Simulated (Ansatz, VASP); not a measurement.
## Re: VASP beside Ansatz

```xyz
4
Lattice="2.7664 0.0000 0.0000 -1.3832 2.3958 0.0000 0.0000 0.0000 8.9388" Properties=species:S:1:pos:R:3 pbc="T T T"
Re    0.0000    0.2250    0.0000
Re    0.0000    1.5972    2.2347
Re    0.0000    0.0000    4.4694
Re    1.3832    0.7986    6.7041
```

Change from the starting cell: one atom moved.

Alike in both runs: task single point; functional PBEsol; k mesh 15 × 15 × 4; occupations gaussian, width 0.1 eV; no spin polarisation.

|  | VASP | Ansatz |
| --- | --- | --- |
| version | VASP 6.6.1 | Ansatz 0.2.0 |
| potentials or method | VASP PAW PBE potentials, release 64 (Re), cutoff 520 eV | scalar-relativistic, plane waves, PAW |
| valence electrons in the cell | 28 | 60 |

Ansatz gave:

```
gap on the k mesh at the Fermi level (eV)                     : none
pressure (GPa)                                                : -5.7
traceless stress, the component that is largest in VASP (GPa) : 0.58
rms of the force components (eV/Å)                            : 0.375
```

Which values does VASP return?

gap on the k mesh at the Fermi level (eV): none; pressure (GPa): -5.9; traceless stress, the component that is largest in VASP (GPa): 0.53; rms of the force components (eV/Å): 0.367.

VASP's potentials were made for PBE, not for PBEsol. Atom by atom the forces differ by 0.008 eV/Å (rms over components). A gap of «none» marks a metal or a gap that the smearing closes. VASP's potentials hold 28 valence electrons a cell and Ansatz's 60, so a difference there can come from the potentials and not from the codes.

Neither program's run includes spin-orbit coupling.
